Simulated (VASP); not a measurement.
# Mg (P6_3/mmc) in VASP: electric field gradients with r2SCAN

Aim: the electric field gradients of Mg with r2SCAN.

Everything below comes from runs of VASP 6.6.1. Logs are shortened: lines on timing, memory, paths and dates and some standing lists are left out, and cuts for length are marked.

## Step 1: The cell of the first run

Symmetry: P6_3/mmc, No. 194, hexagonal system. Conventional cell: a = 3.209 Å, b = 3.209 Å, c = 5.210 Å, α = 90.00°, β = 90.00°, γ = 120.00°. Mg (site symmetry -6m2) has 12 Mg at 3.20 to 3.21 Å within 4.2 Å.

## Step 2: Electric field gradients, r2SCAN

Input file POSCAR:

```
Mg
1.0
    3.2093000000      0.0000000000      0.0000000000
   -1.6046500000      2.7793353284      0.0000000000
    0.0000000000      0.0000000000      5.2103000000
Mg
2
Direct
    0.3333333333      0.6666666667      0.2500000000
    0.6666666667      0.3333333333      0.7500000000
```

Input file INCAR.step1:

```
  ALGO = Normal
  EDIFF = 1E-4
  ENCUT = 520
  GGA = PE
  ISMEAR = -1
  LASPH = T
  LCHARG = F
  LREAL = F
  LWAVE = T
  NBANDS = 9
  NELM = 80
  PREC = Accurate
  SIGMA = 0.05
```

Input file INCAR.step2:

```
  ALGO = Normal
  EDIFF = 1E-8
  ENCUT = 520
  ISIF = 2
  ISMEAR = -1
  ISTART = 1
  LASPH = T
  LCHARG = F
  LEFG = T
  LMIXTAU = T
  LREAL = F
  LWAVE = F
  METAGGA = R2SCAN
  NBANDS = 9
  NELM = 80
  PREC = Accurate
  SIGMA = 0.05
```

Input file KPOINTS:

```
k-points
0
Gamma
  12 12 7
```

Potentials or basis: VASP PAW PBE potentials, release 64 (Mg).

Started as:

```console
$ cat potpaw_PBE.64/Mg/POTCAR > POTCAR
$ cp INCAR.step1 INCAR
$ mpirun -np 1 vasp_std > vasp.out
$ cp INCAR.step2 INCAR
$ mpirun -np 1 vasp_std > vasp.out
```

OUTCAR:

```text
EDIFF = 1E-8
   ENCUT = 520
   ISIF = 2
   ISMEAR = -1
   ISTART = 1
   LASPH = T
   LREAL = F
   METAGGA = R2SCAN
   NELM = 80
   PREC = Accurate

 ion  position               nearest neighbor table
   1  0.333  0.667  0.250-   2 3.20   2 3.20   2 3.20   2 3.20   2 3.20   2 3.20
   2  0.667  0.333  0.750-   1 3.20   1 3.20   1 3.20   1 3.20   1 3.20   1 3.20

  LATTYP: Found a hexagonal cell.
 ALAT       =     3.2093000000
 C/A-ratio  =     1.6235004518

  Lattice vectors:

 A1 = (   3.2093000000,   0.0000000000,   0.0000000000)
 A2 = (  -1.6046500000,   2.7793353284,   0.0000000000)
 A3 = (   0.0000000000,   0.0000000000,   5.2103000000)

Analysis of symmetry for initial positions (statically):
=====================================================================
 Subroutine PRICEL returns:
 Original cell was already a primitive cell.

 Routine SETGRP: Setting up the symmetry group for a
 hexagonal supercell.

 Subroutine GETGRP returns: Found 24 space group operations
 (whereof 12 operations were pure point group operations)
 out of a pool of 24 trial point group operations.

The static configuration has the point symmetry D_3d.
 The point group associated with its full space group is D_6h.

Analysis of symmetry for dynamics (positions and initial velocities):
=====================================================================
 Subroutine PRICEL returns:
 Original cell was already a primitive cell.

 Routine SETGRP: Setting up the symmetry group for a
 hexagonal supercell.

 Subroutine GETGRP returns: Found 24 space group operations
 (whereof 12 operations were pure point group operations)
 out of a pool of 24 trial point group operations.

The dynamic configuration has the point symmetry D_3d.
 The point group associated with its full space group is D_6h.

 Subroutine INISYM returns: Found 24 space group operations
 (whereof 12 operations are pure point group operations),
 and found     1 'primitive' translations

----------------------------------------------------------------------------------------

                                     Primitive cell

  volume of cell :      46.4744

  direct lattice vectors                    reciprocal lattice vectors
     3.209300000  0.000000000  0.000000000     0.311594429  0.179899127  0.000000000
    -1.604650000  2.779335328  0.000000000     0.000000000  0.359798255  0.000000000
     0.000000000  0.000000000  5.210300000     0.000000000  0.000000000  0.191927528

  length of vectors
     3.209300000  3.209300000  5.210300000     0.359798255  0.359798255  0.191927528

  position of ions in fractional coordinates (direct lattice)
     0.333333333  0.666666667  0.250000000
     0.666666667  0.333333333  0.750000000

  ion indices of the primitive-cell ions
   primitive index   ion index
                 1           1
                 2           2

----------------------------------------------------------------------------------------

 KPOINTS: k-points

Automatic generation of k-mesh.
 Grid dimensions read from file:
 generate k-points for:   12   12    7

 Generating k-lattice:

  Cartesian coordinates                     Fractional coordinates (reciprocal lattice)
     0.025966202  0.014991594  0.000000000     0.083333333 -0.000000000  0.000000000
     0.000000000  0.029983188  0.000000000     0.000000000  0.083333333  0.000000000
     0.000000000  0.000000000  0.027418218     0.000000000  0.000000000  0.142857143

  Length of vectors
     0.029983188  0.029983188  0.027418218

  Shift w.r.t. Gamma in fractional coordinates (k-lattice)
     0.000000000  0.000000000  0.000000000

 Subroutine IBZKPT returns following result:
 ===========================================

 Found     76 irreducible k-points:

 Following reciprocal coordinates:
            Coordinates               Weight
  0.000000  0.000000  0.000000      1.000000
  0.083333  0.000000  0.000000      6.000000
  0.166667  0.000000  0.000000      6.000000
  0.250000  0.000000  0.000000      6.000000
  0.333333  0.000000  0.000000      6.000000
  0.416667  0.000000  0.000000      6.000000
[... 16 lines left out ...]
  0.250000  0.000000  0.142857     12.000000
  0.333333  0.000000  0.142857     12.000000
 [... further k-points ...]
   k-points           NKPTS =     76   k-points in BZ     NKDIM =     76   number of bands    NBANDS=      9
   number of dos      NEDOS =    301   number of ions     NIONS =      2
   total plane-waves  NPLWV =  23040
   dimension x,y,z NGX =    24 NGY =   24 NGZ =   40
   dimension x,y,z NGXF=    48 NGYF=   48 NGZF=   80
   ions per type =               2
   NGX,Y,Z   is equivalent  to a cutoff of  12.43, 12.43, 12.76 a.u.
   NGXF,Y,Z  is equivalent  to a cutoff of  24.86, 24.86, 25.53 a.u.
 SYSTEM =  unknown system
   PREC   = accura    normal or accurate (medium, high low for compatibility)
   ISTART =      1    job   : 0-new  1-cont  2-samecut
   ICHARG =      0    charge: 1-file 2-atom 10-const
   ISPIN  =      1    spin polarized calculation?
   LNONCOLLINEAR =      F non collinear calculations
   LSORBIT =      F    spin-orbit coupling
   LASPH  =      T    aspherical Exc in radial PAW
   ENCUT  =  520.0 eV  38.22 Ry    6.18 a.u.   5.97  5.97  9.69*2*pi/ulx,y,z
   NELM   =     80;   NELMIN=  2; NELMDL=  0     # of ELM steps
   EDIFF  = 0.1E-07   stopping-criterion for ELM
   LREAL  =      F    real-space projection
   EDIFFG = 0.1E-06   stopping-criterion for IOM
   NSW    =      0    number of steps for IOM
   IBRION =     -1    ionic relax: 0-MD 1-quasi-New 2-CG
   NFREE  =      0    steps in history (QN), initial steepest desc. (CG)
   ISIF   =      2    stress and relaxation
   ISYM   =      2    0-nonsym 1-usesym 2-fastsym
   POTIM  = 0.5000    time-step for ionic-motion
   TEBEG  =    0.0;   TEEND  =   0.0 temperature during run
   PSTRESS=    0.0 pullay stress
   NELECT =       4.0000    total number of electrons
   NUPDOWN=      -1.0000    fix difference up-down
   EMIN   =  10.00;   EMAX   =-10.00  energy-range for DOS
   EFERMI =   0.00;   METHOD = LEGACY
   ISMEAR =    -1;   SIGMA  =   0.05  broadening in eV -4-tet -1-fermi 0-gaus
   EFERMI_NEDOS =   21; number of points for ismear=-14 and -15
   IALGO  =     38    algorithm
   IMIX   =      4    mixing-type and parameters
     AMIX     =   0.40;   BMIX     =  1.00
     AMIX_MAG =   1.60;   BMIX_MAG =  1.00
  volume/ion in A,a.u.               =      23.24       156.81
  Fermi-wavevector in a.u.,A,eV,Ry     =   0.722809  1.365911  7.108401  0.522453
  Thomas-Fermi vector in A             =   1.812866
   LORBIT       =      0    0 simple, 1 ext, 2 COOP (PROOUT), +10 PAW based schemes
   METAGGA = R2SCAN    functional components
   LHFCALC =     F    Hartree Fock is set to
   AEXX    =    0.0000 exact exchange contribution
   IVDW    =     0    specifies the selected vdW correction
   LEPSILON=     F    determine dielectric tensor
   LRPA    =     F    only Hartree local field effects (RPA)
 non-spin polarized calculation
  energy-cutoff  :      520.00
  volume of cell :       46.47
 maximum number of plane-waves:      1281
 NGX is ok and might be reduce to    24
   NGX = 11   NGY = 11   NGZ = 19

 number of electron       4.0000000 magnetization

 Free energy of the ion-electron system (eV)
  ---------------------------------------------------
  ext. energy  EPLUGINS =         0.00000000
  ---------------------------------------------------
  free energy    TOTEN  =        -8.29412675 eV

  energy without entropy =       -8.28821326  energy(sigma->0) =       -8.29117001

 E-fermi :   2.5223     XC(G=0):  -8.9995

 val. band max:        2.4485613041   @ k =   0.3333   0.1667   0.1429
 cond. band min:       2.5264298909   @ k =   0.4167   0.0833   0.4286
 fundamental gap:      0.0778685867
 Fermi energy:         2.5222791067

 k-point     1 :       0.0000    0.0000    0.0000
  band No.  band energies     occupation
      1      -4.7509      2.00000
      2       0.6987      2.00000
      3       1.3883      2.00000
      4      14.2142      0.00000
      5      14.2142      0.00000
      6      14.3454      0.00000
      7      14.3454      0.00000
      8      15.1149      0.00000
      9      16.9342      0.00000

 k-point     2 :       0.0833    0.0000    0.0000
  band No.  band energies     occupation
      1      -4.6065      2.00000
      2       0.8324      2.00000
      3       1.5260      2.00000
      4      11.7997      0.00000
      5      12.9483      0.00000
      6      13.7910      0.00000
      7      15.7936      0.00000
      8      16.0597      0.00000
      9      16.7484      0.00000

 k-point     3 :       0.1667    0.0000    0.0000
  band No.  band energies     occupation
      1      -4.1742      2.00000
      2       1.2339      2.00000
      3       1.9327      1.99998
      4       9.1260      0.00000
      5      11.8543      0.00000
      6      12.4775      0.00000
      7      14.1048      0.00000
      8      15.2068      0.00000
      9      16.6792      0.00000

 k-point     4 :       0.2500    0.0000    0.0000
  band No.  band energies     occupation
      1      -3.4579      2.00000
      2       1.9037      1.99999
      3       2.5775      0.49760
      4       6.6639      0.00000
      5      11.0029      0.00000
      6      11.0638      0.00000
      7      11.5928      0.00000
      8      13.6184      0.00000
      9      15.7327      0.00000
[... 205 lines left out ...]
 k-point    22 :       0.1667    0.0000    0.1429
  band No.  band energies     occupation
      1      -4.0541      2.00000
      2       0.0486      2.00000
      3       3.3238      0.00000
      4       9.2305      0.00000
      5      11.9556      0.00000
      6      12.2753      0.00000
      7      13.4231      0.00000
      8      15.1273      0.00000
      9      15.4869      0.00000

 k-point    23 :       0.2500    0.0000    0.1429
  band No.  band energies     occupation
      1      -3.3387      2.00000
      2       0.7292      2.00000
      3       3.9378      0.00000
      4       6.7907      0.00000
      5      10.2495      0.00000
      6      11.1047      0.00000
      7      12.0076      0.00000
      8      14.1621      0.00000
      9      14.6754      0.00000

 k-point    24 :       0.3333    0.0000    0.1429
  band No.  band energies     occupation
      1      -2.3459      2.00000
      2       1.6551      2.00000
      3       4.0784      0.00000
      4       5.3215      0.00000
      5       8.1471      0.00000
      6      10.4973      0.00000
      7      10.6286      0.00000
      8      12.7735      0.00000
      9      14.0586      0.00000

 [... further k-points ...]

------------------------ aborting loop because EDIFF is reached ----------------------------------------

  FORCE on cell =-STRESS in cart. coord.  units (eV):
  Direction    XX          YY          ZZ          XY          YZ          ZX
  --------------------------------------------------------------------------------------
  -------------------------------------------------------------------------------------
  Total       -0.3161791     -0.3161791     -0.5788760      0.0000000     -0.0000000      0.0000000
  in kB      -10.9000811    -10.9000811    -19.9563957      0.0000000     -0.0000000      0.0000000
  external PRESSURE =     -13.9188526 kB  Pullay stress =       0.0000000 kB

 VOLUME and BASIS-vectors are now :
 -----------------------------------------------------------------------------
  energy-cutoff  :      520.00
  volume of cell :       46.47
      direct lattice vectors                 reciprocal lattice vectors
     3.209300000  0.000000000  0.000000000     0.311594429  0.179899127  0.000000000
    -1.604650000  2.779335328  0.000000000     0.000000000  0.359798255  0.000000000
     0.000000000  0.000000000  5.210300000     0.000000000  0.000000000  0.191927528

 POSITION                                       TOTAL-FORCE (eV/Angst)
 -----------------------------------------------------------------------------------
     -0.00000      1.85289      1.30258        -0.000000     -0.000000      0.000000
      1.60465      0.92645      3.90773         0.000000      0.000000      0.000000
 -----------------------------------------------------------------------------------
    total drift:                                0.000000     -0.000000      0.000000

  FREE ENERGIE OF THE ION-ELECTRON SYSTEM (eV)
  ---------------------------------------------------
  free  energy   TOTEN  =        -8.2941267525 eV

  energy  without entropy=       -8.2882132635  energy(sigma->0) =       -8.29117001

 Electric field gradients (V/A^2)
---------------------------------------------------------------------
 ion       V_xx      V_yy      V_zz      V_xy      V_xz      V_yz
---------------------------------------------------------------------
   1      -0.452    -0.452     0.903    -0.000    -0.000     0.000
   2      -0.452    -0.452     0.903    -0.000     0.000    -0.000
---------------------------------------------------------------------

 Electric field gradients after diagonalization (V/A^2)
 (convention: |V_zz| > |V_xx| > |V_yy|)
----------------------------------------------------------------------
 ion       V_xx      V_yy      V_zz     asymmetry (V_yy - V_xx)/ V_zz
----------------------------------------------------------------------
   1      -0.452    -0.452     0.903       0.000
   2      -0.452    -0.452     0.903       0.000
----------------------------------------------------------------------

           NMR quadrupolar parameters

 Cq : quadrupolar parameter    Cq=e*Q*V_zz/h
 eta: asymmetry parameters     (V_yy - V_xx)/ V_zz
 Q  : nuclear electric quadrupole moment in mb (millibarn)
----------------------------------------------------------------------
 ion       Cq(MHz)       eta       Q (mb)
----------------------------------------------------------------------
   1       0.002       0.000       1.000
   2       0.002       0.000       1.000
----------------------------------------------------------------------
```

It took 96 s on 1 thread of AMD EPYC 7R13 (Zen 3), shared host; peak memory 0.15 GiB.

What came out:

| Property | Result |
| --- | --- |
| Free energy | -8.2941 eV |
| Pressure | -1.4 GPa |
| Band gap on the k mesh | zero (bands 2 and 3 overlap by 2.23 eV) |
| Largest electric field gradient by atom | Mg +0.9 V/Å² |

Electric field gradients, principal values (V/Å²):
```csv
atom,least,middle,greatest (by size)
1 Mg,-0.452,-0.452,0.903
2 Mg,-0.452,-0.452,0.903
```

Caveat: without QUAD_EFG the Cq values of the log hold for a quadrupole moment of 1 mb, not for the nuclei; the PAW data sets were made with another functional, which shifts forces and pressure a little.

The gap in the log of VASP goes by the Fermi energy; the results here count the filled bands.